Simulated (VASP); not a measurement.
# BaTiO3 (P4mm) in VASP: settings compared, part 2 of 2

VASP 6.6.1. The steps go on from the part before.

**3. Relaxation of cell and atoms, PBEsol**

This run uses another cell than the first one, of 13.34 Å³/atom, 1.021 times its volume.

File INCAR:

```
  PREC = Accurate
  ENCUT = 600
  EDIFF = 1E-6
  ISMEAR = -1
  SIGMA = 0.02
  LREAL = F
  LASPH = T
  NELM = 100
  ALGO = Normal
  ISIF = 3
  LWAVE = F
  LCHARG = F
  GGA = PS
  IBRION = 2
  NSW = 80
  EDIFFG = -0.005
```

File KPOINTS:

```
Automatic mesh
0
Gamma
  6 6 6
```

File POSCAR:

```
BaTiO3
1.0
    3.9854332033      0.0000000000      0.0000000000
    0.0000000000      3.9854332033      0.0000000000
    0.0000000000      0.0000000000      4.2004793553
Ba Ti O
1 1 3
Direct
    0.5000000000      0.5000000000      0.5912589164
    0.0000000000      0.0000000000      0.1084205195
    0.0000000000      0.5000000000      0.0602530009
    0.5000000000      0.0000000000      0.0602530009
    0.0000000000      0.0000000000      0.5398115523
```

Potentials or basis: VASP PAW PBE potentials, release 64 (Ba_sv, Ti_sv, O).

Launch:

```console
cat potpaw_PBE.64/Ba_sv/POTCAR potpaw_PBE.64/Ti_sv/POTCAR potpaw_PBE.64/O/POTCAR > POTCAR
mpirun -np 1 vasp_std > vasp.out
```

OUTCAR:

```text
PREC = Accurate
   ENCUT = 600
   EDIFF = 1E-6
   ISMEAR = -1
   LREAL = F
   LASPH = T
   NELM = 100
   ISIF = 3
   GGA = PS
   IBRION = 2
   NSW = 80
   EDIFFG = -0.005

 ion  position               nearest neighbor table
   1  0.500  0.500  0.591-   3 2.80   4 2.80   4 2.80   3 2.80   5 2.83   5 2.83   5 2.83   5 2.83
                             3 2.99   4 2.99   3 2.99   4 2.99   2 3.47   2 3.47   2 3.47   2 3.47
   2  0.000  0.000  0.108-   5 1.81   4 2.00   3 2.00   3 2.00   4 2.00   5 2.39   1 3.47   1 3.47
                             1 3.47   1 3.47   1 3.56   1 3.56   1 3.56   1 3.56
   3  0.000  0.500  0.060-   2 2.00   2 2.00   1 2.80   1 2.80   1 2.99   1 2.99
   4  0.500  0.000  0.060-   2 2.00   2 2.00   1 2.80   1 2.80   1 2.99   1 2.99
   5  0.000  0.000  0.540-   2 1.81   2 2.39   1 2.83   1 2.83   1 2.83   1 2.83

  LATTYP: Found a simple tetragonal cell.
 ALAT       =     3.9854332033
 C/A-ratio  =     1.0539580369

  Lattice vectors:

 A1 = (   3.9854332033,   0.0000000000,   0.0000000000)
 A2 = (   0.0000000000,   3.9854332033,   0.0000000000)
 A3 = (   0.0000000000,   0.0000000000,   4.2004793553)

Analysis of symmetry for initial positions (statically):
=====================================================================
 Subroutine PRICEL returns:
 Original cell was already a primitive cell.

 Routine SETGRP: Setting up the symmetry group for a
 simple tetragonal supercell.
[... 288 lines left out ...]

[... ionic steps 4 to 15 ...]

--------------------------------------- Ionic step       16  -------------------------------------------

 number of electron      39.9999987 magnetization

------------------------ aborting loop because EDIFF is reached ----------------------------------------
[... 73 lines left out ...]
--------------------------------------- Ionic step       18  -------------------------------------------

 number of electron      39.9999987 magnetization

 Free energy of the ion-electron system (eV)
  ---------------------------------------------------
  ext. energy  EPLUGINS =         0.00000000
  ---------------------------------------------------
  free energy    TOTEN  =       -42.01343499 eV

  energy without entropy =      -42.01343499  energy(sigma->0) =      -42.01343499

 E-fermi :   4.2590     XC(G=0): -11.5172

 val. band max:        3.8166296568   @ k =   0.5000   0.5000   0.5000
 cond. band min:       5.5819627652   @ k =   0.0000   0.0000   0.0000
 fundamental gap:      1.7653331084
 Fermi energy:         4.2590219473

 k-point     1 :       0.0000    0.0000    0.0000
  band No.  band energies     occupation
      1     -52.4625      2.00000
      2     -28.8694      2.00000
      3     -28.7919      2.00000
      4     -28.7919      2.00000
      5     -21.0770      2.00000
      6     -13.1111      2.00000
[... 637 lines left out ...]
     23       7.6101      0.00000
     24       8.7413      0.00000

 [... further k-points ...]

------------------------ aborting loop because EDIFF is reached ----------------------------------------

  FORCE on cell =-STRESS in cart. coord.  units (eV):
  Direction    XX          YY          ZZ          XY          YZ          ZX
  --------------------------------------------------------------------------------------
  -------------------------------------------------------------------------------------
  Total       -0.0236261     -0.0236261      0.0043954      0.0000000      0.0000000      0.0000000
  in kB       -0.5916919     -0.5916919      0.1100788      0.0000000      0.0000000      0.0000000
  external PRESSURE =      -0.3577684 kB  Pullay stress =       0.0000000 kB
[... 20 lines left out ...]
  FREE ENERGIE OF THE ION-ELECTRON SYSTEM (eV)
  ---------------------------------------------------
  free  energy   TOTEN  =       -42.0134349901 eV

  energy  without entropy=      -42.0134349901  energy(sigma->0) =      -42.01343499

 reached required accuracy - stopping structural energy minimisation
```

CONTCAR:

```text
BaTiO3
   1.00000000000000
     3.9675706477481953    0.0000000000000000    0.0000000000000000
     0.0000000000000000    3.9675706477481953   -0.0000000000000000
     0.0000000000000000    0.0000000000000000    4.0640400804003036
  Ba              Ti              O
     1     1     3
Direct
     0.5000000000000000    0.5000000000000000    0.5820061253683982
     0.0000000000000000    0.0000000000000000    0.0986484930188836
     0.0000000000000000    0.5000000000000000    0.0638587010430853
     0.5000000000000000    0.0000000000000000    0.0638587010430853
     0.0000000000000000    0.0000000000000000    0.5516249695265467

  0.00000000E+00  0.00000000E+00  0.00000000E+00
  0.00000000E+00  0.00000000E+00  0.00000000E+00
  0.00000000E+00  0.00000000E+00  0.00000000E+00
  0.00000000E+00  0.00000000E+00  0.00000000E+00
  0.00000000E+00  0.00000000E+00  0.00000000E+00
```

It took 4.1 min on 1 thread of Intel Xeon 6975P-C (Granite Rapids), shared host; peak memory 0.26 GiB.

What came out:

* Free energy: -42.0134 eV
* Relaxed volume: 12.79 Å³/atom
* Relaxed cell: a = 3.968 Å, b = 3.968 Å, c = 4.064 Å, α = 90.00°, β = 90.00°, γ = 90.00°
* Space group after relaxing (to 0.05 Å): P4mm (No. 99)
* Energy gained by relaxing: 7.9 meV/atom
* Ionic steps: 18
* Pressure after relaxing: 0.0 GPa
* Largest force after relaxing: 0.004 eV/Å
* Band gap on the k mesh: 1.77 eV, indirect (least direct gap 2.19 eV)

Forces on the atoms (eV/Å):
```
Ba   0.000  0.000  0.002
Ti   0.000  0.000 -0.004
O    0.000  0.000  0.001
O    0.000  0.000  0.001
O    0.000  0.000 -0.001
```

The path:
| step | energy change (eV) | largest force (eV/Å) | pressure (GPa) | volume (Å³) |
| --- | --- | --- | --- | --- |
| 1 | 0.0000 | 0.0453 | -4.39 | 66.72 |
| 2 | -0.0004 | 0.7266 | 4.70 | 63.25 |
| 3 | -0.0250 | 0.3303 | -0.04 | 64.95 |
| 4 | -0.0293 | 0.0929 | -0.02 | 64.63 |
| 5 | -0.0294 | 0.0950 | -0.01 | 64.61 |
| 6 | -0.0330 | 0.0885 | 0.02 | 64.45 |
| 7 | -0.0382 | 0.0725 | 0.23 | 63.99 |
| 8 | -0.0382 | 0.0804 | 0.27 | 63.95 |
| 9 | -0.0388 | 0.0701 | -0.51 | 64.14 |
| 10 | -0.0389 | 0.0530 | -0.34 | 64.09 |
| 11 | -0.0393 | 0.0222 | 0.20 | 63.86 |
| 12 | -0.0394 | 0.0179 | 0.11 | 63.93 |
| 13 | -0.0394 | 0.0195 | 0.04 | 63.94 |
| 14 | -0.0394 | 0.0191 | 0.02 | 63.94 |
| 15 | -0.0394 | 0.0188 | 0.03 | 63.94 |
| 16 | -0.0394 | 0.0067 | 0.02 | 63.96 |
| 17 | -0.0394 | 0.0053 | -0.01 | 63.98 |
| 18 | -0.0394 | 0.0036 | -0.04 | 63.97 |

Final structure:
```xyz
5
Lattice="3.9676 0.0000 0.0000 0.0000 3.9676 0.0000 0.0000 0.0000 4.0640" Properties=species:S:1:pos:R:3 pbc="T T T"
Ba    1.9838    1.9838    2.3653
Ti    0.0000    0.0000    0.4009
O     0.0000    1.9838    0.2595
O     1.9838    0.0000    0.2595
O     0.0000    0.0000    2.2418
```

Caveat: the PAW data sets were made with another functional, which shifts forces and pressure a little; spin-orbit coupling is left out, which moves the levels of the heavy elements. A k mesh can miss the band edges.

**4. Relaxation of cell and atoms, r2SCAN**

This run uses another cell than the first one, of 13.34 Å³/atom, 1.021 times its volume.

POSCAR is that of step 3.

File INCAR.step1:

```
SYSTEM = BaTiO3
PREC = Accurate ; ENCUT = 600
ISMEAR = -1 ; SIGMA = 0.02
LREAL = .False. ; LASPH = .True.
NELM = 100 ; GGA = PE
ALGO = Normal ; EDIFF = 1E-4
LWAVE = .True. ; LCHARG = .False.
```

File INCAR.step2:

```
SYSTEM = BaTiO3
PREC = Accurate ; ENCUT = 600
EDIFF = 1E-6 ; ISMEAR = -1
SIGMA = 0.02 ; LREAL = .False.
LASPH = .True. ; NELM = 100
ALGO = Normal ; ISIF = 3
LWAVE = .False. ; LCHARG = .False.
METAGGA = R2SCAN ; LMIXTAU = .True.
IBRION = 2 ; NSW = 80
EDIFFG = -0.005 ; ISTART = 1
```

File KPOINTS:

```
regular mesh
0
Gamma
  6 6 6
  0 0 0
```

Launch:

```console
cat potpaw_PBE.64/Ba_sv/POTCAR potpaw_PBE.64/Ti_sv/POTCAR potpaw_PBE.64/O/POTCAR > POTCAR
cp INCAR.step1 INCAR
mpirun -np 1 vasp_std > vasp.out
cp INCAR.step2 INCAR
mpirun -np 1 vasp_std > vasp.out
```

It took 41 min on 1 thread of Oxide Virtual Turin-like, shared host; peak memory 0.23 GiB.

Results (log left out):

```
Free energy                            : -74.2761 eV
Relaxed volume                         : 13.08 Å³/atom
Relaxed cell                           : a = 3.987 Å, b = 3.987 Å, c = 4.114 Å, α = 90.00°, β = 90.00°, γ = 90.00°
Space group after relaxing (to 0.05 Å) : P4mm (No. 99)
Energy gained by relaxing              : 2.2 meV/atom
Ionic steps                            : 14
Pressure after relaxing                : 0.0 GPa
Largest force after relaxing           : 0.005 eV/Å
Band gap on the k mesh                 : 2.18 eV, indirect (least direct gap 2.66 eV)
```

Forces in eV/Å, atoms in the order of the input:
```
Ba   0.000  0.000  0.005
Ti   0.000  0.000 -0.002
O    0.000  0.000 -0.001
O    0.000  0.000 -0.001
O    0.000  0.000 -0.001
```

Step by step:
```csv
step,energy change (eV),largest force (eV/Å),pressure (GPa),volume (Å³)
1,0.0000,0.1070,-1.52,66.72
2,-0.0023,0.2294,1.38,65.51
3,-0.0040,0.1576,0.23,65.97
4,-0.0060,0.0894,0.10,65.85
5,-0.0063,0.0972,0.03,65.77
6,-0.0079,0.0829,0.01,65.71
7,-0.0104,0.0432,-0.02,65.55
8,-0.0082,0.1078,0.07,65.23
9,-0.0108,0.0453,-0.01,65.46
10,-0.0108,0.0474,-0.01,65.45
11,-0.0109,0.0181,-0.03,65.44
12,-0.0110,0.0063,-0.05,65.43
13,-0.0110,0.0068,0.05,65.39
14,-0.0110,0.0049,0.03,65.40
```

Final structure:
```
Ba Ti O
1.0
     3.98714    0.00000    0.00000
     0.00000    3.98714    0.00000
     0.00000    0.00000    4.11420
Ba Ti O
1 1 3
Direct
  0.50000 0.50000 0.58314
  0.00000 0.00000 0.10132
  0.00000 0.50000 0.06397
  0.50000 0.00000 0.06397
  0.00000 0.00000 0.54759
```

Levels at points of the mesh, in eV from the valence-band top:
| k point | band 17 | band 18 | band 19 | band 20 | band 21 | band 22 | band 23 | band 24 |
| --- | --- | --- | --- | --- | --- | --- | --- | --- |
| (0.00, 0.00, 0.00) | -1.28 | -0.68 | -0.48 | -0.48 | 2.18 | 2.61 | 2.61 | 4.29 |
| (0.50, 0.00, 0.00) | -1.93 | -1.71 | -1.34 | -1.17 | 2.71 | 3.85 | 3.92 | 4.36 |
| (0.50, 0.50, 0.00) | -2.00 | -1.11 | -1.11 | -0.07 | 3.95 | 3.95 | 4.33 | 4.74 |
| (0.00, 0.00, 0.50) | -2.03 | -1.99 | -0.76 | -0.76 | 2.31 | 3.84 | 3.84 | 4.29 |
| (0.50, 0.00, 0.50) | -1.87 | -1.08 | -1.03 | -0.38 | 3.85 | 3.88 | 4.21 | 5.16 |
| (0.50, 0.50, 0.50) | -2.58 | -0.31 | -0.31 | 0.00 | 4.45 | 4.45 | 4.52 | 6.83 |

Caveat: the PAW data sets were made with another functional, which shifts forces and pressure a little; spin-orbit coupling is left out, which moves the levels of the heavy elements. r2SCAN opens gaps a little over a GGA but as a rule still falls short of measured ones.

**5. Overview**

| level | cell | gap on the mesh (eV) | pressure (GPa) | relaxed volume (Å³/atom) |
| --- | --- | --- | --- | --- |
| PBE | relaxed from a = 3.990, b = 3.990, c = 4.103 Å, 5 atoms | 1.77 | 0.0 | 13.48 |
| PBEsol | relaxed from a = 3.985, b = 3.985, c = 4.200 Å, 5 atoms | 1.77 | 0.0 | 12.79 |
| r2SCAN | relaxed from a = 3.985, b = 3.985, c = 4.200 Å, 5 atoms | 2.18 | 0.0 | 13.08 |

Alike in all rows: task relaxation of cell and atoms; potentials or basis VASP PAW PBE potentials, release 64 (Ba_sv, Ti_sv, O); no spin polarisation; k mesh 6 × 6 × 6; cutoff (eV) 600; smearing fermi-dirac 0.02 eV.

Caveats: spin-orbit coupling is left out, which moves the levels of the heavy elements; the PAW data sets were made with another functional, which shifts forces and pressure a little (some runs).

Absolute energies hang on the potentials; compare differences alone.
